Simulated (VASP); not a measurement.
# WC (P-6m2) in VASP: notebook

Runs on WC. Level: PBE. Tasks: single point.

Program: VASP 6.6.1. These are calculated values, not measurements. Logs are shortened: lines on timing, memory, paths and dates and some standing lists are left out, and cuts for length are marked.

## Step 1: The cell of the first run

Symmetry: P-6m2, No. 187, hexagonal system. The conventional cell has a = 2.922 Å, b = 2.922 Å, c = 2.847 Å, α = 90.00°, β = 90.00°, γ = 120.00°. Within 3.0 Å of W (site symmetry -6m2) lie 6 C at 2.21 Å and 8 W at 2.85 to 2.92 Å. C (site symmetry -6m2) has 6 W at 2.21 Å and 8 C at 2.85 to 2.92 Å within 3.0 Å.

## Step 2: Single point, PBE

The input, INCAR:

```
  PREC = Accurate
  ENCUT = 520
  EDIFF = 1E-6
  ISMEAR = 0
  SIGMA = 0.1
  LREAL = F
  LASPH = T
  NELM = 100
  ALGO = Normal
  ISIF = 2
  LWAVE = F
  LCHARG = T
  GGA = PE
  LELF = T
  LVHAR = T
  NBANDS = 66
```

The input, KPOINTS:

```
Automatic mesh
0
Gamma
  6 6 5
```

The input, POSCAR:

```
WC
1.0
   -0.0000000001     -5.0605931652      0.0000000000
    4.3826022393      2.5302965826      0.0000000000
    0.0000000000      0.0000000000      5.6942504921
W C
6 6
Direct
    0.0000000000      0.0000000000      0.0000000000
    0.0000000000      0.0000000000      0.5000000000
    0.3333333333      0.6666666667      0.0000000000
    0.3333333333      0.6666666667      0.5000000000
    0.6666666667      0.3333333333      0.0000000000
    0.6666666667      0.3333333333      0.5000000000
    0.6666666667      0.6666666667      0.2500000000
    0.6666666667      0.6666666667      0.7500000000
    0.0000000000      0.3333333333      0.2500000000
    0.0000000000      0.3333333333      0.7500000000
    0.3333333333      1.0000000000      0.2500000000
    0.3333333333      1.0000000000      0.7500000000
```

Potentials or basis: VASP PAW PBE potentials, release 64 (W_sv, C).

Run with:

```sh
cat potpaw_PBE.64/W_sv/POTCAR potpaw_PBE.64/C/POTCAR > POTCAR
mpirun -np 1 vasp_std > vasp.out
```

OUTCAR:

```text
PREC = Accurate
   ENCUT = 520
   EDIFF = 1E-6
   ISMEAR = 0
   LREAL = F
   LASPH = T
   NELM = 100
   ISIF = 2
   GGA = PE

 ion  position               nearest neighbor table
   1  0.000  0.000  0.000-   7 2.21   8 2.21  11 2.21  12 2.21   9 2.21  10 2.21   2 2.85   2 2.85
                             5 2.92   3 2.92   5 2.92   3 2.92   5 2.92   3 2.92
   2  0.000  0.000  0.500-   7 2.21   8 2.21  11 2.21  12 2.21   9 2.21  10 2.21   1 2.85   1 2.85
                             6 2.92   4 2.92   6 2.92   4 2.92   6 2.92   4 2.92
   3  0.333  0.667  0.000-  11 2.21  12 2.21   9 2.21  10 2.21   7 2.21   8 2.21   4 2.85   4 2.85
                             5 2.92   5 2.92   1 2.92   1 2.92   1 2.92   5 2.92
   4  0.333  0.667  0.500-  11 2.21  12 2.21   9 2.21  10 2.21   7 2.21   8 2.21   3 2.85   3 2.85
                             6 2.92   6 2.92   2 2.92   2 2.92   2 2.92   6 2.92
   5  0.667  0.333  0.000-   9 2.21  10 2.21  11 2.21  12 2.21   7 2.21   8 2.21   6 2.85   6 2.85
                             3 2.92   3 2.92   1 2.92   1 2.92   1 2.92   3 2.92
   6  0.667  0.333  0.500-   9 2.21  10 2.21  11 2.21  12 2.21   7 2.21   8 2.21   5 2.85   5 2.85
                             4 2.92   4 2.92   2 2.92   2 2.92   2 2.92   4 2.92
   7  0.667  0.667  0.250-   1 2.21   2 2.21   3 2.21   4 2.21   5 2.21   6 2.21
   8  0.667  0.667  0.750-   1 2.21   2 2.21   3 2.21   4 2.21   5 2.21   6 2.21
   9  0.000  0.333  0.250-   5 2.21   6 2.21   1 2.21   2 2.21   3 2.21   4 2.21
  10  0.000  0.333  0.750-   5 2.21   6 2.21   1 2.21   2 2.21   3 2.21   4 2.21
  11  0.333  0.000  0.250-   1 2.21   2 2.21   3 2.21   4 2.21   5 2.21   6 2.21
  12  0.333  0.000  0.750-   1 2.21   2 2.21   3 2.21   4 2.21   5 2.21   6 2.21

  LATTYP: Found a hexagonal cell.
 ALAT       =     5.0605931652
 C/A-ratio  =     1.1252140423

  Lattice vectors:

 A1 = (  -0.0000000001,  -5.0605931652,   0.0000000000)
 A2 = (   4.3826022393,   2.5302965826,   0.0000000000)
 A3 = (   0.0000000000,   0.0000000000,   5.6942504921)

Analysis of symmetry for initial positions (statically):
=====================================================================
 Subroutine PRICEL returns following result:

  LATTYP: Found a hexagonal cell.
 ALAT       =     2.9217348259
 C/A-ratio  =     0.9744639455

  Lattice vectors:

 A1 = (  -1.4608674133,   2.5302965821,   0.0000000000)
 A2 = (  -1.4608674130,  -2.5302965823,   0.0000000000)
 A3 = (   0.0000000000,   0.0000000000,   2.8471252461)

   6 primitive cells build up your supercell.

 Routine SETGRP: Setting up the symmetry group for a
 hexagonal supercell.

 Subroutine GETGRP returns: Found 12 space group operations
 (whereof 12 operations were pure point group operations)
 out of a pool of 24 trial point group operations.

The static configuration has the point symmetry D_3h.

Analysis of symmetry for dynamics (positions and initial velocities):
=====================================================================
 Subroutine PRICEL returns following result:

  LATTYP: Found a hexagonal cell.
 ALAT       =     2.9217348259
 C/A-ratio  =     0.9744639455

  Lattice vectors:

 A1 = (  -1.4608674133,   2.5302965821,   0.0000000000)
 A2 = (  -1.4608674130,  -2.5302965823,   0.0000000000)
 A3 = (   0.0000000000,   0.0000000000,   2.8471252461)

   6 primitive cells build up your supercell.

 Routine SETGRP: Setting up the symmetry group for a
 hexagonal supercell.

 Subroutine GETGRP returns: Found 12 space group operations
 (whereof 12 operations were pure point group operations)
 out of a pool of 24 trial point group operations.

The dynamic configuration has the point symmetry D_3h.

 Subroutine INISYM returns: Found 12 space group operations
 (whereof 12 operations are pure point group operations),
 and found     6 'primitive' translations

----------------------------------------------------------------------------------------

                                     Primitive cell

  volume of cell :      21.0484

  direct lattice vectors                    reciprocal lattice vectors
    -1.460867413  2.530296582  0.000000000    -0.342262409  0.197605294  0.000000000
    -1.460867413 -2.530296582  0.000000000    -0.342262409 -0.197605294  0.000000000
     0.000000000  0.000000000  2.847125246     0.000000000  0.000000000  0.351231475

  length of vectors
     2.921734826  2.921734826  2.847125246     0.395210588  0.395210588  0.351231475

  position of ions in fractional coordinates (direct lattice)
     0.000000000  0.000000000  0.000000000
     0.666666667  0.333333333  0.500000000

  ion indices of the primitive-cell ions
   primitive index   ion index
                 1           1
                 2           9

----------------------------------------------------------------------------------------

 KPOINTS: Automatic mesh

Automatic generation of k-mesh.
 Grid dimensions read from file:
 generate k-points for:    6    6    5

 Generating k-lattice:

  Cartesian coordinates                     Fractional coordinates (reciprocal lattice)
     0.019014578 -0.032934216  0.000000000     0.166666667  0.000000000  0.000000000
     0.038029157 -0.000000000  0.000000000     0.000000000  0.166666667  0.000000000
     0.000000000  0.000000000  0.035123148     0.000000000  0.000000000  0.200000000

  Length of vectors
     0.038029157  0.038029157  0.035123148

  Shift w.r.t. Gamma in fractional coordinates (k-lattice)
     0.000000000  0.000000000  0.000000000

 Subroutine IBZKPT returns following result:
 ===========================================

 Found     21 irreducible k-points:

 Following reciprocal coordinates:
            Coordinates               Weight
  0.000000  0.000000  0.000000      1.000000
  0.166667  0.000000  0.000000      6.000000
  0.333333  0.000000  0.000000      6.000000
  0.500000  0.000000  0.000000      3.000000
  0.166667  0.166667  0.000000      6.000000
  0.333333  0.166667  0.000000     12.000000
[... 13 lines left out ...]
  0.333333  0.166667  0.400000     24.000000
  0.333333  0.333333  0.400000      4.000000
   k-points           NKPTS =     21   k-points in BZ     NKDIM =     21   number of bands    NBANDS=     66
   number of dos      NEDOS =    301   number of ions     NIONS =     12
   total plane-waves  NPLWV =  67200
   dimension x,y,z NGX =    40 NGY =   40 NGZ =   42
   dimension x,y,z NGXF=    80 NGYF=   80 NGZF=   84
   ions per type =               6   6
   NGX,Y,Z   is equivalent  to a cutoff of  13.14, 13.14, 12.26 a.u.
   NGXF,Y,Z  is equivalent  to a cutoff of  26.28, 26.28, 24.52 a.u.
 SYSTEM =  unknown system
   PREC   = accura    normal or accurate (medium, high low for compatibility)
   ISTART =      0    job   : 0-new  1-cont  2-samecut
   ICHARG =      2    charge: 1-file 2-atom 10-const
   ISPIN  =      1    spin polarized calculation?
   LNONCOLLINEAR =      F non collinear calculations
   LSORBIT =      F    spin-orbit coupling
   LASPH  =      T    aspherical Exc in radial PAW
   ENCUT  =  520.0 eV  38.22 Ry    6.18 a.u.   9.41  9.41 10.59*2*pi/ulx,y,z
   NELM   =    100;   NELMIN=  2; NELMDL= -5     # of ELM steps
   EDIFF  = 0.1E-05   stopping-criterion for ELM
   LREAL  =      F    real-space projection
   EDIFFG = 0.1E-04   stopping-criterion for IOM
   NSW    =      0    number of steps for IOM
   IBRION =     -1    ionic relax: 0-MD 1-quasi-New 2-CG
   NFREE  =      0    steps in history (QN), initial steepest desc. (CG)
   ISIF   =      2    stress and relaxation
   ISYM   =      2    0-nonsym 1-usesym 2-fastsym
   POTIM  = 0.5000    time-step for ionic-motion
   TEBEG  =    0.0;   TEEND  =   0.0 temperature during run
   PSTRESS=    0.0 pullay stress
   NELECT =     108.0000    total number of electrons
   NUPDOWN=      -1.0000    fix difference up-down
   EMIN   =  10.00;   EMAX   =-10.00  energy-range for DOS
   EFERMI =   0.00;   METHOD = LEGACY
   ISMEAR =     0;   SIGMA  =   0.10  broadening in eV -4-tet -1-fermi 0-gaus
   EFERMI_NEDOS =   21; number of points for ismear=-14 and -15
   IALGO  =     38    algorithm
   IMIX   =      4    mixing-type and parameters
     AMIX     =   0.40;   BMIX     =  1.00
     AMIX_MAG =   1.60;   BMIX_MAG =  1.00
  volume/ion in A,a.u.               =      10.52        71.02
  Fermi-wavevector in a.u.,A,eV,Ry     =   1.553911  2.936465 32.853152  2.414639
  Thomas-Fermi vector in A             =   2.658073
   LORBIT       =      0    0 simple, 1 ext, 2 COOP (PROOUT), +10 PAW based schemes
   GGA     = PE    functional components
   LHFCALC =     F    Hartree Fock is set to
   AEXX    =    0.0000 exact exchange contribution
   IVDW    =     0    specifies the selected vdW correction
   LEPSILON=     F    determine dielectric tensor
   LRPA    =     F    only Hartree local field effects (RPA)
 non-spin polarized calculation
 Gauss-broadening in eV      SIGMA  =   0.10
  energy-cutoff  :      520.00
  volume of cell :      126.29
 maximum number of plane-waves:      3429
 NGX is ok and might be reduce to    40

 number of electron     108.0000011 magnetization

 Free energy of the ion-electron system (eV)
  ---------------------------------------------------
  ext. energy  EPLUGINS =         0.00000000
  ---------------------------------------------------
  free energy    TOTEN  =      -134.71559773 eV

  energy without entropy =     -134.70781909  energy(sigma->0) =     -134.71170841

 E-fermi :  10.9752     XC(G=0): -13.7213

 val. band max:       10.9665065493   @ k =   0.5000   0.0000   0.2000
 cond. band min:      10.9755045498   @ k =   0.0000   0.0000   0.0000
 fundamental gap:      0.0089980006
 Fermi energy:        10.9752134574

 k-point     1 :       0.0000    0.0000    0.0000
  band No.  band energies     occupation
      1     -63.1579      2.00000
      2     -63.1192      2.00000
      3     -63.0970      2.00000
      4     -63.0970      2.00000
      5     -63.0597      2.00000
      6     -63.0597      2.00000
[... 1438 lines left out ...]
     65      14.5209      0.00000
     66      14.5209      0.00000

------------------------ aborting loop because EDIFF is reached ----------------------------------------

  FORCE on cell =-STRESS in cart. coord.  units (eV):
  Direction    XX          YY          ZZ          XY          YZ          ZX
  --------------------------------------------------------------------------------------
  -------------------------------------------------------------------------------------
  Total        0.7877378      0.7877378      1.1384212      0.0000000      0.0000000     -0.0000000
  in kB        9.9936053      9.9936053     14.4425376      0.0000000      0.0000000     -0.0000000
  external PRESSURE =      11.4765828 kB  Pullay stress =       0.0000000 kB

 VOLUME and BASIS-vectors are now :
 -----------------------------------------------------------------------------
  energy-cutoff  :      520.00
  volume of cell :      126.29
      direct lattice vectors                 reciprocal lattice vectors
    -0.000000000 -5.060593165  0.000000000     0.114087470 -0.197605294  0.000000000
     4.382602239  2.530296583  0.000000000     0.228174939 -0.000000000  0.000000000
     0.000000000  0.000000000  5.694250492     0.000000000  0.000000000  0.175615738

 POSITION                                       TOTAL-FORCE (eV/Angst)
 -----------------------------------------------------------------------------------
      0.00000      0.00000      0.00000         0.000000      0.000000      0.000000
      0.00000      0.00000      2.84713         0.000000      0.000000      0.000000
      2.92173      0.00000      0.00000         0.000000      0.000000      0.000000
      2.92173      0.00000      2.84713         0.000000      0.000000      0.000000
      1.46087     -2.53030      0.00000         0.000000      0.000000      0.000000
      1.46087     -2.53030      2.84713         0.000000      0.000000      0.000000
      2.92173     -1.68686      1.42356         0.000000     -0.000000      0.000000
      2.92173     -1.68686      4.27069         0.000000     -0.000000     -0.000000
      1.46087      0.84343      1.42356        -0.000000      0.000000     -0.000000
      1.46087      0.84343      4.27069        -0.000000     -0.000000     -0.000000
     -0.00000     -1.68686      1.42356        -0.000000      0.000000     -0.000000
     -0.00000     -1.68686      4.27069        -0.000000     -0.000000     -0.000000
 -----------------------------------------------------------------------------------
    total drift:                               -0.000001      0.000001      0.000001

  FREE ENERGIE OF THE ION-ELECTRON SYSTEM (eV)
  ---------------------------------------------------
  free  energy   TOTEN  =      -134.7155977265 eV

  energy  without entropy=     -134.7078190865  energy(sigma->0) =     -134.71170841
```

It took 2.6 min on 1 thread of Intel Xeon Platinum 8375C at 2.90GHz (Ice Lake), shared host; peak memory 0.31 GiB.

What came out:

```yaml
Free_energy: -134.7156 eV
Pressure: 1.1 GPa
Band_gap_on_the_k_mesh: zero (bands 54 and 55 overlap by 0.83 eV)
```

Caveat: spin-orbit coupling is left out, which moves the levels of the heavy elements.

## Step 3: Single point, PBE

This run uses another cell than the first one: it holds 16 atoms, not 12.

The input, INCAR:

```
SYSTEM = WC
PREC     = Accurate       ! precision mode
ENCUT    = 520            ! plane-wave cutoff, eV
EDIFF    = 1E-6           ! SCF threshold, eV
ISMEAR   = 0              ! smearing method
SIGMA    = 0.1            ! smearing width, eV
LREAL    = Auto         
LASPH    = .True.         ! aspherical terms in the spheres
NELM     = 60             ! most SCF steps
ALGO     = Normal         ! electronic algorithm
ISIF     = 2              ! what is computed and relaxed
LWAVE    = .False.        ! write WAVECAR
LCHARG   = .False.        ! write CHGCAR
GGA      = PE             ! functional
NBANDS   = 86             ! bands
```

The input, KPOINTS:

```
Automatic mesh
0
Gamma
  7 8 8
  0 0 0
```

The input, POSCAR:

```
WC
1.0
    0.0000000000      0.0000000000      5.6942504921
    2.9217348262     -5.0605931653      0.0000000000
    2.9217348263      5.0605931652      0.0000000000
W C
8 8
Direct
    0.0000000000      0.0000000000      0.0000000000
    0.5000000000      0.0000000000      0.0000000000
    0.0000000000      0.5000000000      0.0000000000
    0.5000000000      0.5000000000      0.0000000000
    0.0000000000      0.0000000000      0.5000000000
    0.5000000000      0.0000000000      0.5000000000
    0.0000000000      0.5000000000      0.5000000000
    0.5000000000      0.5000000000      0.5000000000
    0.2500000000      0.6666666667      0.3333333333
    0.7500000000      0.6666666667      0.3333333333
    0.2500000000      0.1666666667      0.3333333333
    0.7500000000      0.1666666667      0.3333333333
    0.2500000000      0.6666666667      0.8333333333
    0.7500000000      0.6666666667      0.8333333333
    0.2500000000      0.1666666667      0.8333333333
    0.7500000000      0.1666666667      0.8333333333
```

Potentials or basis: VASP PAW PBE potentials, release 64 (W_sv, C).

Run with:

```sh
cat potpaw_PBE.64/W_sv/POTCAR potpaw_PBE.64/C/POTCAR > POTCAR
mpirun -np 1 vasp_std > vasp.out
```

OUTCAR:

```text
SYSTEM = WC
   PREC = Accurate
   ENCUT = 520
   EDIFF = 1E-6
   ISMEAR = 0
   LREAL = Auto
   LASPH = .True.
   NELM = 60
   ISIF = 2
   GGA = PE

 ion  position               nearest neighbor table
   1  0.000  0.000  0.000-  11 2.21  12 2.21  13 2.21  14 2.21  15 2.21  16 2.21   2 2.85   2 2.85
                             5 2.92   5 2.92   3 2.92   3 2.92   7 2.92   7 2.92
   2  0.500  0.000  0.000-  11 2.21  12 2.21  13 2.21  14 2.21  15 2.21  16 2.21   1 2.85   1 2.85
                             6 2.92   6 2.92   4 2.92   4 2.92   8 2.92   8 2.92
   3  0.000  0.500  0.000-   9 2.21  10 2.21  15 2.21  16 2.21  13 2.21  14 2.21   4 2.85   4 2.85
                             7 2.92   7 2.92   1 2.92   1 2.92   5 2.92   5 2.92
   4  0.500  0.500  0.000-   9 2.21  10 2.21  15 2.21  16 2.21  13 2.21  14 2.21   3 2.85   3 2.85
                             8 2.92   8 2.92   2 2.92   2 2.92   6 2.92   6 2.92
[... 2331 lines left out ...]

 VOLUME and BASIS-vectors are now :
 -----------------------------------------------------------------------------
  energy-cutoff  :      520.00
  volume of cell :      168.39
      direct lattice vectors                 reciprocal lattice vectors
     0.000000000  0.000000000  5.694250492     0.000000000  0.000000000  0.175615738
     2.921734826 -5.060593165  0.000000000     0.171131204 -0.098802647  0.000000000
     2.921734826  5.060593165  0.000000000     0.171131204  0.098802647  0.000000000

 POSITION                                       TOTAL-FORCE (eV/Angst)
 -----------------------------------------------------------------------------------
      0.00000      0.00000      0.00000        -0.000000      0.000000      0.000000
      0.00000      0.00000      2.84713        -0.000000      0.000000      0.000000
      1.46087     -2.53030      0.00000        -0.000000      0.000000      0.000000
      1.46087     -2.53030      2.84713        -0.000000      0.000000     -0.000000
      1.46087      2.53030      0.00000        -0.000000      0.000000      0.000000
      1.46087      2.53030      2.84713        -0.000000      0.000000     -0.000000
[... 8 lines left out ...]
      2.92173      3.37373      1.42356         0.000000     -0.000000      0.000000
      2.92173      3.37373      4.27069         0.000000     -0.000000      0.000000
 -----------------------------------------------------------------------------------
    total drift:                                0.000000      0.000001      0.000000

  FREE ENERGIE OF THE ION-ELECTRON SYSTEM (eV)
  ---------------------------------------------------
  free  energy   TOTEN  =      -179.6035265424 eV

  energy  without entropy=     -179.5892499192  energy(sigma->0) =     -179.59638823
```

OSZICAR:

```text
N       E                     dE             d eps       ncg     rms          rms(c)
DAV:   1     0.192316913742E+04    0.19232E+04   -0.78090E+04  6912   0.192E+03
DAV:   2    -0.550343321983E+01   -0.19287E+04   -0.18662E+04  6888   0.616E+02
DAV:   3    -0.195398384531E+03   -0.18989E+03   -0.18003E+03  8176   0.168E+02
DAV:   4    -0.203991819207E+03   -0.85934E+01   -0.84572E+01  8096   0.322E+01
DAV:   5    -0.204249983546E+03   -0.25816E+00   -0.25714E+00  8376   0.531E+00    0.892E+01
DAV:   6    -0.180124629281E+03    0.24125E+02   -0.15021E+02  8194   0.383E+01    0.262E+01
DAV:   7    -0.179734392737E+03    0.39024E+00   -0.63598E+00  8058   0.771E+00    0.134E+01
DAV:   8    -0.179617333593E+03    0.11706E+00   -0.41413E-01  8002   0.226E+00    0.104E+00
DAV:   9    -0.179605464138E+03    0.11869E-01   -0.12486E-01  8504   0.895E-01    0.396E-01
DAV:  10    -0.179604402264E+03    0.10619E-02   -0.34411E-02  8536   0.644E-01    0.185E-01
DAV:  11    -0.179603655521E+03    0.74674E-03   -0.20171E-03  8552   0.150E-01    0.778E-02
DAV:  12    -0.179603550222E+03    0.10530E-03   -0.17103E-03  8500   0.129E-01    0.489E-02
DAV:  13    -0.179603527748E+03    0.22475E-04   -0.13031E-04  8504   0.373E-02    0.136E-02
DAV:  14    -0.179603526705E+03    0.10423E-05   -0.55898E-06  6906   0.755E-03    0.402E-03
DAV:  15    -0.179603526542E+03    0.16303E-06   -0.13246E-06  5050   0.371E-03
   1 F= -.17960353E+03 E0= -.17959639E+03  d E =-.142766E-01
```

stdout:

```text
POSCAR found type information on POSCAR W C
 POSCAR found :  2 types and      16 ions
 scaLAPACK will be used
 LDA part: xc-table for (Slater+PW92), standard interpolation
 POSCAR, INCAR and KPOINTS ok, starting setup
 FFT: planning ... GRIDC
 FFT: planning ... GRID_SOFT
 FFT: planning ... GRID
 WAVECAR not read
 entering main loop
```

Wall time 22 min (1 thread of Intel Xeon Platinum 8375C at 2.90GHz (Ice Lake), shared host); peak memory 0.52 GiB.

What came out:

```yaml
Free_energy: -179.6035 eV
Pressure: 1.0 GPa
Band_gap_on_the_k_mesh: zero (bands 72 and 73 overlap by 0.86 eV)
```

Stress tensor (GPa, compression positive):
```
0.90 0.00 0.00
0.00 0.90 0.00
0.00 0.00 1.10
```

Caveat: spin-orbit coupling is left out, which moves the levels of the heavy elements.
